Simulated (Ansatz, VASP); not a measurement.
## One calculation of Ta, two programs

```
Ta
1.0
     0.00000    2.54495    2.54495
     2.54495    0.00000    2.54495
     2.54495    2.54495    0.00000
Ta
2
Direct
  0.87500 0.87500 0.87500
  0.12500 0.12500 0.12500
```

Change from the starting cell: volume scaled by 0.58, LAPW.

Alike in both runs: task single point; functional PBE; k mesh 12 × 12 × 12; occupations fermi-dirac, width 0.08 eV; no spin polarisation.

|  | VASP | Ansatz |
| --- | --- | --- |
| version | VASP 6.6.1 | Ansatz 0.2.0 |
| potentials or method | VASP PAW PBE potentials, release 64 (Ta_pv), cutoff 520 eV | all-electron LAPW, scalar-relativistic |

```tsv
	VASP	Ansatz	Ansatz less VASP
pressure (GPa)	108.5	104.8	-3.61
```

Both programs put the cell under a high pressure, so it lies far from rest at this level. Ansatz ran all-electron here, and VASP with PAW potentials.

Spin-orbit coupling is off throughout. Noted on VASP's run: the cell as given lies far from equilibrium.
